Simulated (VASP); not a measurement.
# ZrSi4Pd (F-43m) in VASP: further runs

The runs below take ZrSi4Pd through relaxation of cell and atoms, single point, with PBE.

Program: VASP 6.6.1. These are calculated values, not measurements. Logs are shortened: lines on timing, memory, paths and dates and some standing lists are left out, and cuts for length are marked.

### Step 1. The cell of the first run

Symmetry: F-43m, No. 216, cubic system. The conventional cell has a = 7.117 Å, b = 7.117 Å, c = 7.117 Å, α = 90.00°, β = 90.00°, γ = 90.00°. Zr (site symmetry -43m) has 12 Si at 2.95 Å and 4 Pd at 3.08 Å within 3.9 Å. Within 3.3 Å of Si (site symmetry 3m) lie 6 Si at 2.48 to 2.55 Å and 3 Zr at 2.95 Å and 3 Pd at 2.95 Å. Pd (site symmetry -43m) has 12 Si at 2.95 Å and 4 Zr at 3.08 Å within 3.9 Å.

### Step 2. Relaxation of cell and atoms, PBE

Contents of INCAR:

```
SYSTEM = ZrSi4Pd
ALGO = Normal ; EDIFF = 1E-7
EDIFFG = -0.04 ; ENCUT = 600
GGA = PE ; IBRION = 2
ISIF = 3 ; ISMEAR = 0
LASPH = .TRUE. ; LCHARG = .FALSE.
LREAL = .FALSE. ; LWAVE = .FALSE.
NELM = 100 ; NSW = 90
PREC = Accurate ; SIGMA = 0.1
```

Contents of KPOINTS:

```
k-points
0
G
  4 4 4
  0 0 0
```

Contents of POSCAR:

```
ZrSi4Pd
1.0
    0.0000000000      3.5585925300      3.5585925300
    3.5585925300      0.0000000000      3.5585925300
    3.5585925300      3.5585925300      0.0000000000
Zr Si Pd
1 4 1
Direct
    0.7500000000      0.7500000000      0.7500000000
    0.3767358400      0.3767358400      0.3767358400
    0.3767358400      0.3767358400      0.8697924800
    0.3767358400      0.8697924800      0.3767358400
    0.8697924800      0.3767358400      0.3767358400
    0.0000000000      0.0000000000      0.0000000000
```

Potentials or basis: VASP PAW PBE potentials, release 64 (Zr_sv, Si, Pd).

Run with:

```bash
$ cat potpaw_PBE.64/Zr_sv/POTCAR potpaw_PBE.64/Si/POTCAR potpaw_PBE.64/Pd/POTCAR > POTCAR
$ mpirun -np 1 vasp_std > vasp.out
```

OUTCAR:

```text
SYSTEM = ZrSi4Pd
   EDIFF = 1E-7
   EDIFFG = -0.04
   ENCUT = 600
   GGA = PE
   IBRION = 2
   ISIF = 3
   ISMEAR = 0
   LASPH = .TRUE.
   LREAL = .FALSE.
   NELM = 100
   NSW = 90
   PREC = Accurate

 ion  position               nearest neighbor table
   1  0.750  0.750  0.750-   3 2.95   4 2.95   5 2.95   2 2.95   2 2.95   2 2.95   4 2.95   4 2.95
                             5 2.95   3 2.95   3 2.95   5 2.95   6 3.08   6 3.08   6 3.08   6 3.08
   2  0.377  0.377  0.377-   3 2.48   4 2.48   5 2.48   3 2.55   4 2.55   5 2.55   1 2.95   1 2.95
                             1 2.95   6 2.95   6 2.95   6 2.95
   3  0.377  0.377  0.870-   2 2.48   4 2.48   5 2.48   2 2.55   4 2.55   5 2.55   1 2.95   1 2.95
                             1 2.95   6 2.95   6 2.95   6 2.95
   4  0.377  0.870  0.377-   2 2.48   3 2.48   5 2.48   3 2.55   2 2.55   5 2.55   1 2.95   1 2.95
                             1 2.95   6 2.95   6 2.95   6 2.95
   5  0.870  0.377  0.377-   2 2.48   3 2.48   4 2.48   2 2.55   3 2.55   4 2.55   1 2.95   1 2.95
                             1 2.95   6 2.95   6 2.95   6 2.95
   6  0.000  0.000  0.000-   4 2.95   5 2.95   3 2.95   5 2.95   3 2.95   4 2.95   2 2.95   2 2.95
                             2 2.95   3 2.95   4 2.95   5 2.95   1 3.08   1 3.08   1 3.08   1 3.08

  LATTYP: Found a face centered cubic cell.
 ALAT       =     7.1171850600

  Lattice vectors:

 A1 = (   0.0000000000,   3.5585925300,   3.5585925300)
 A2 = (   3.5585925300,   0.0000000000,   3.5585925300)
 A3 = (   3.5585925300,   3.5585925300,   0.0000000000)

Analysis of symmetry for initial positions (statically):
[... 5 lines left out ...]
 face centered cubic supercell.

 Subroutine GETGRP returns: Found 24 space group operations
 (whereof 24 operations were pure point group operations)
 out of a pool of 48 trial point group operations.

The static configuration has the point symmetry T_d .

Analysis of symmetry for dynamics (positions and initial velocities):
[... 5 lines left out ...]
 face centered cubic supercell.

 Subroutine GETGRP returns: Found 24 space group operations
 (whereof 24 operations were pure point group operations)
 out of a pool of 48 trial point group operations.

The dynamic configuration has the point symmetry T_d .

 Subroutine INISYM returns: Found 24 space group operations
 (whereof 24 operations are pure point group operations),
 and found     1 'primitive' translations

----------------------------------------------------------------------------------------

                                     Primitive cell

  volume of cell :      90.1290

  direct lattice vectors                    reciprocal lattice vectors
     0.000000000  3.558592530  3.558592530    -0.140504988  0.140504988  0.140504988
     3.558592530  0.000000000  3.558592530     0.140504988 -0.140504988  0.140504988
     3.558592530  3.558592530  0.000000000     0.140504988  0.140504988 -0.140504988

  length of vectors
     5.032609819  5.032609819  5.032609819     0.243361778  0.243361778  0.243361778

  position of ions in fractional coordinates (direct lattice)
     0.750000000  0.750000000  0.750000000
     0.376735840  0.376735840  0.376735840
     0.376735840  0.376735840  0.869792480
     0.376735840  0.869792480  0.376735840
     0.869792480  0.376735840  0.376735840
     0.000000000  0.000000000  0.000000000

  ion indices of the primitive-cell ions
   primitive index   ion index
                 1           1
                 2           2
                 3           3
                 4           4
                 5           5
                 6           6

----------------------------------------------------------------------------------------

 KPOINTS: k-points

Automatic generation of k-mesh.
 Grid dimensions read from file:
 generate k-points for:    4    4    4

 Generating k-lattice:

  Cartesian coordinates                     Fractional coordinates (reciprocal lattice)
    -0.035126247  0.035126247  0.035126247     0.250000000  0.000000000  0.000000000
     0.035126247 -0.035126247  0.035126247     0.000000000  0.250000000  0.000000000
     0.035126247  0.035126247 -0.035126247     0.000000000  0.000000000  0.250000000

  Length of vectors
     0.060840444  0.060840444  0.060840444

  Shift w.r.t. Gamma in fractional coordinates (k-lattice)
     0.000000000  0.000000000  0.000000000

 Subroutine IBZKPT returns following result:
 ===========================================

 Found      8 irreducible k-points:

 Following reciprocal coordinates:
            Coordinates               Weight
  0.000000  0.000000  0.000000      1.000000
  0.250000  0.000000  0.000000      8.000000
  0.500000  0.000000  0.000000      4.000000
  0.250000  0.250000  0.000000      6.000000
  0.500000  0.250000  0.000000     24.000000
 -0.250000  0.250000  0.000000     12.000000
  0.500000  0.500000  0.000000      3.000000
 -0.250000  0.500000  0.250000      6.000000
   k-points           NKPTS =      8   k-points in BZ     NKDIM =      8   number of bands    NBANDS=     23
   number of dos      NEDOS =    301   number of ions     NIONS =      6
   total plane-waves  NPLWV =  64000
   dimension x,y,z NGX =    40 NGY =   40 NGZ =   40
   dimension x,y,z NGXF=    80 NGYF=   80 NGZF=   80
   ions per type =               1   4   1
   NGX,Y,Z   is equivalent  to a cutoff of  13.21, 13.21, 13.21 a.u.
   NGXF,Y,Z  is equivalent  to a cutoff of  26.43, 26.43, 26.43 a.u.
 SYSTEM =  ZrSi4Pd
   PREC   = accura    normal or accurate (medium, high low for compatibility)
   ISTART =      0    job   : 0-new  1-cont  2-samecut
   ICHARG =      2    charge: 1-file 2-atom 10-const
   ISPIN  =      1    spin polarized calculation?
   LNONCOLLINEAR =      F non collinear calculations
   LSORBIT =      F    spin-orbit coupling
   LASPH  =      T    aspherical Exc in radial PAW
   ENCUT  =  600.0 eV  44.10 Ry    6.64 a.u.  10.05 10.05 10.05*2*pi/ulx,y,z
   NELM   =    100;   NELMIN=  2; NELMDL= -5     # of ELM steps
   EDIFF  = 0.1E-06   stopping-criterion for ELM
   LREAL  =      F    real-space projection
   EDIFFG = -.4E-01   stopping-criterion for IOM
   NSW    =     90    number of steps for IOM
   IBRION =      2    ionic relax: 0-MD 1-quasi-New 2-CG
   NFREE  =      1    steps in history (QN), initial steepest desc. (CG)
   ISIF   =      3    stress and relaxation
   ISYM   =      2    0-nonsym 1-usesym 2-fastsym
   POTIM  = 0.5000    time-step for ionic-motion
   TEBEG  =    0.0;   TEEND  =   0.0 temperature during run
   PSTRESS=    0.0 pullay stress
   NELECT =      38.0000    total number of electrons
   NUPDOWN=      -1.0000    fix difference up-down
   EMIN   =  10.00;   EMAX   =-10.00  energy-range for DOS
   EFERMI =   0.00;   METHOD = LEGACY
   ISMEAR =     0;   SIGMA  =   0.10  broadening in eV -4-tet -1-fermi 0-gaus
   EFERMI_NEDOS =   21; number of points for ismear=-14 and -15
   IALGO  =     38    algorithm
   IMIX   =      4    mixing-type and parameters
     AMIX     =   0.40;   BMIX     =  1.00
     AMIX_MAG =   1.60;   BMIX_MAG =  1.00
  volume/ion in A,a.u.               =      15.02       101.37
  Fermi-wavevector in a.u.,A,eV,Ry     =   1.227574  2.319779 20.503143  1.506939
  Thomas-Fermi vector in A             =   2.362532
   LORBIT       =      0    0 simple, 1 ext, 2 COOP (PROOUT), +10 PAW based schemes
   GGA     = PE    functional components
   LHFCALC =     F    Hartree Fock is set to
   AEXX    =    0.0000 exact exchange contribution
   IVDW    =     0    specifies the selected vdW correction
   LEPSILON=     F    determine dielectric tensor
   LRPA    =     F    only Hartree local field effects (RPA)
 conjugate gradient relaxation of ions
 non-spin polarized calculation
 Gauss-broadening in eV      SIGMA  =   0.10
  energy-cutoff  :      600.00
  volume of cell :       90.13
 maximum number of plane-waves:      3028
   NGX = 21   NGY = 21   NGZ = 21

--------------------------------------- Ionic step        1  -------------------------------------------

 number of electron      37.9999997 magnetization

 Free energy of the ion-electron system (eV)
  ---------------------------------------------------
  ext. energy  EPLUGINS =         0.00000000
  ---------------------------------------------------
  free energy    TOTEN  =       -36.24132307 eV

  energy without entropy =      -36.23470260  energy(sigma->0) =      -36.23801284

------------------------ aborting loop because EDIFF is reached ----------------------------------------

  FORCE on cell =-STRESS in cart. coord.  units (eV):
  Direction    XX          YY          ZZ          XY          YZ          ZX
  --------------------------------------------------------------------------------------
  -------------------------------------------------------------------------------------
  Total       -0.0495602     -0.0495602     -0.0495602     -0.0000000      0.0000000      0.0000000
  in kB       -0.8810054     -0.8810054     -0.8810054     -0.0000000      0.0000000      0.0000000
  external PRESSURE =      -0.8810054 kB  Pullay stress =       0.0000000 kB

 VOLUME and BASIS-vectors are now :
 -----------------------------------------------------------------------------
  energy-cutoff  :      600.00
  volume of cell :       90.13
      direct lattice vectors                 reciprocal lattice vectors
     0.000000000  3.558592530  3.558592530    -0.140504988  0.140504988  0.140504988
     3.558592530  0.000000000  3.558592530     0.140504988 -0.140504988  0.140504988
     3.558592530  3.558592530  0.000000000     0.140504988  0.140504988 -0.140504988

 POSITION                                       TOTAL-FORCE (eV/Angst)
 -----------------------------------------------------------------------------------
      5.33789      5.33789      5.33789         0.000000      0.000000      0.000000
      2.68130      2.68130      2.68130        -0.535768     -0.535768     -0.535768
      4.43589      4.43589      2.68130         0.535768      0.535768     -0.535768
      4.43589      2.68130      4.43589         0.535768     -0.535768      0.535768
      2.68130      4.43589      4.43589        -0.535768      0.535768      0.535768
      0.00000      0.00000      0.00000         0.000000      0.000000      0.000000
 -----------------------------------------------------------------------------------
    total drift:                                0.000000      0.000000     -0.000000
[... 30 lines left out ...]
 POSITION                                       TOTAL-FORCE (eV/Angst)
 -----------------------------------------------------------------------------------
      5.33576      5.33576      5.33576        -0.000000     -0.000000     -0.000000
      2.65439      2.65439      2.65439         0.083416      0.083416      0.083416
      4.45996      4.45996      2.65439        -0.083416     -0.083416      0.083416
      4.45996      2.65439      4.45996        -0.083416      0.083416     -0.083416
      2.65439      4.45996      4.45996         0.083416     -0.083416     -0.083416
      0.00000      0.00000      0.00000        -0.000000     -0.000000     -0.000000
 -----------------------------------------------------------------------------------
    total drift:                                0.000000      0.000000     -0.000000

  FREE ENERGIE OF THE ION-ELECTRON SYSTEM (eV)
  ---------------------------------------------------
  free  energy   TOTEN  =       -36.3128276568 eV

  energy  without entropy=      -36.3026599963  energy(sigma->0) =      -36.30774383

--------------------------------------- Ionic step        3  -------------------------------------------

 number of electron      37.9999997 magnetization

 Free energy of the ion-electron system (eV)
  ---------------------------------------------------
  ext. energy  EPLUGINS =         0.00000000
  ---------------------------------------------------
  free energy    TOTEN  =       -36.31448441 eV

  energy without entropy =      -36.30453526  energy(sigma->0) =      -36.30950983

 E-fermi :  10.8456     XC(G=0): -11.7398

 val. band max:       10.8331610262   @ k =   0.5000   0.0000   0.0000
 cond. band min:      10.8747951718   @ k =   0.2500   0.0000   0.0000
 fundamental gap:      0.0416341455
 Fermi energy:        10.8456307288

 k-point     1 :       0.0000    0.0000    0.0000
  band No.  band energies     occupation
      1     -38.2093      2.00000
      2     -16.2968      2.00000
      3     -16.2968      2.00000
      4     -16.2968      2.00000
      5      -2.8291      2.00000
      6       3.3930      2.00000
[... 15 lines left out ...]
     22      12.9050      0.00000
     23      12.9050      0.00000

 k-point     2 :       0.2500    0.0000    0.0000
  band No.  band energies     occupation
      1     -38.2091      2.00000
      2     -16.3051      2.00000
      3     -16.2977      2.00000
      4     -16.2977      2.00000
      5      -2.3537      2.00000
      6       1.6647      2.00000
[... 184 lines left out ...]
 VOLUME and BASIS-vectors are now :
 -----------------------------------------------------------------------------
  energy-cutoff  :      600.00
  volume of cell :       90.04
      direct lattice vectors                 reciprocal lattice vectors
    -0.000000000  3.557358705  3.557358705    -0.140553720  0.140553720  0.140553720
     3.557358705  0.000000000  3.557358705     0.140553720 -0.140553720  0.140553720
     3.557358705  3.557358705 -0.000000000     0.140553720  0.140553720 -0.140553720

 POSITION                                       TOTAL-FORCE (eV/Angst)
 -----------------------------------------------------------------------------------
      5.33604      5.33604      5.33604        -0.000000     -0.000000     -0.000000
      2.65789      2.65789      2.65789        -0.000386     -0.000386     -0.000386
      4.45683      4.45683      2.65789         0.000386      0.000386     -0.000386
      4.45683      2.65789      4.45683         0.000386     -0.000386      0.000386
      2.65789      4.45683      4.45683        -0.000386      0.000386      0.000386
      0.00000      0.00000      0.00000         0.000000     -0.000000     -0.000000
 -----------------------------------------------------------------------------------
    total drift:                                0.000000      0.000000     -0.000000

  FREE ENERGIE OF THE ION-ELECTRON SYSTEM (eV)
  ---------------------------------------------------
  free  energy   TOTEN  =       -36.3144844127 eV

  energy  without entropy=      -36.3045352571  energy(sigma->0) =      -36.30950983

 reached required accuracy - stopping structural energy minimisation
```

Run time: 44 s. Hardware: 1 thread of Intel Xeon 6975P-C (Granite Rapids), shared host; peak memory 0.25 GiB.

What came out:

```yaml
Free_energy: -36.3145 eV
Relaxed_volume: 15.01 Å³/atom
Relaxed_cell: a = 5.031 Å, b = 5.031 Å, c = 5.031 Å, α = 60.00°, β = 60.00°, γ = 60.00°
Space_group_after_relaxing_to_0.05_Å: F-43m (No. 216)
Energy_gained_by_relaxing: 12.2 meV/atom
Ionic_steps: 3
Pressure_after_relaxing: -0.1 GPa
Band_gap_on_the_k_mesh: zero (band 19 reaches 11.52 eV, above the bottom of band 20 at 10.02 eV)
```

The path:
```
step  energy change (eV)  largest force (eV/Å)  pressure (GPa)  volume (Å³)
   1              0.0000                0.9280           -0.09        90.13
   2             -0.0715                0.1445           -0.05        90.02
   3             -0.0732                0.0007           -0.12        90.04
```

Final structure:
```yaml
crystal:
  lattice:
    - [0.00000, 3.55736, 3.55736]
    - [3.55736, 0.00000, 3.55736]
    - [3.55736, 3.55736, 0.00000]
  atoms:
    - { symbol: Zr, position: [0.75000, 0.75000, 0.75000] }
    - { symbol: Si, position: [0.37358, 0.37358, 0.37358] }
    - { symbol: Si, position: [0.37358, 0.37358, 0.87927] }
    - { symbol: Si, position: [0.37358, 0.87927, 0.37358] }
    - { symbol: Si, position: [0.87927, 0.37358, 0.37358] }
    - { symbol: Pd, position: [0.00000, 0.00000, 0.00000] }
```

Levels at points of the mesh, in eV from the Fermi level:
```csv
k point,band 16,band 17,band 18,band 19,band 20,band 21,band 22,band 23
"(0.00, 0.00, 0.00)",-1.69,-1.69,-1.40,-0.83,-0.83,2.06,2.06,2.06
"(0.50, 0.00, 0.00)",-1.83,-0.72,-0.72,-0.56,-0.01,1.20,1.20,2.22
"(0.50, 0.50, 0.00)",-1.99,-1.07,-1.07,-0.33,0.55,2.15,2.15,2.23
```

Caveat: the k points lie up to 0.38 Å⁻¹ apart in the final cell.

(Part 1 of 2 ends here.)
